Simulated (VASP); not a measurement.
Set up this calculation in VASP 6.6.1, as the native input.

```yaml
Task: single point
Functional: HSE06
Potentials_or_basis: VASP PAW PBE potentials, release 64 (Cl, Na_pv)
Cutoff: 400 eV
k_mesh: 6 × 6 × 6
Occupations: gaussian, width 0.01 eV
Spin: no spin polarisation
Dipole_correction: no
Grid_for_exact_exchange_PRECFOCK: Normal
Further_INCAR_settings: ALGO = Normal; EDIFF = 1e-06; NBANDS = 14
Share_of_exact_exchange: 0.25
Screening_parameter: 0.2079 1/Å
```

Crystal: NaCl.

```xyz
2
Lattice="0.0000 2.7941 2.7941 2.7941 0.0000 2.7941 2.7941 2.7941 0.0000" Properties=species:S:1:pos:R:3 pbc="T T T"
Cl    2.7941    2.7941    2.7941
Na    0.0000    0.0000    0.0000
```

One way to write it, as run:

POSCAR

```
NaCl
1.0
    0.0000000000      2.7940632177      2.7940632177
    2.7940632177      0.0000000000      2.7940632177
    2.7940632177      2.7940632177      0.0000000000
Cl Na
1 1
Direct
    0.5000000000      0.5000000000      0.5000000000
    0.0000000000      0.0000000000      0.0000000000
```

INCAR.step1

```
SYSTEM = NaCl
  ALGO = Normal
  EDIFF = 1E-5
  ENCUT = 400
  GGA = PE
  GGA_COMPAT = .False.
  ISIF = 2
  ISMEAR = 0
  LASPH = .True.
  LREAL = .False.
  LWAVE = .True.
  NBANDS = 14
  NELM = 120
  PREC = Accurate
  SIGMA = 0.01
```

INCAR.step2

```
SYSTEM = NaCl
  ALGO = Normal
  EDIFF = 1E-6
  ENCUT = 400
  GGA = PE
  GGA_COMPAT = .False.
  HFSCREEN = 0.2079
  ISIF = 2
  ISMEAR = 0
  ISTART = 1
  LASPH = .True.
  LCHARG = .True.
  LELF = .True.
  LHFCALC = .True.
  LREAL = .False.
  LVHAR = .True.
  LWAVE = .False.
  NBANDS = 14
  NELM = 120
  PREC = Accurate
  PRECFOCK = Normal
  SIGMA = 0.01
```

KPOINTS

```
k-points
0
Gamma
  6 6 6
  0 0 0
```

Potentials or basis: VASP PAW PBE potentials, release 64 (Cl, Na_pv).

The run is started by

```bash
$ cat potpaw_PBE.64/Cl/POTCAR potpaw_PBE.64/Na_pv/POTCAR > POTCAR
$ cp INCAR.step1 INCAR
$ mpirun -np 1 vasp_std > vasp.out
$ cp INCAR.step2 INCAR
$ mpirun -np 1 vasp_std > vasp.out
```

It gave:

* Pressure: 0.8 GPa
* Band gap on the k mesh: 6.59 eV

Caveat: the PAW data sets were made with another functional, which shifts forces and pressure a little.

It took 4.5 min on 1 thread of Intel(R) Xeon(R) 6975P-C (Granite Rapids) (shared host), peak memory 0.25 GiB.
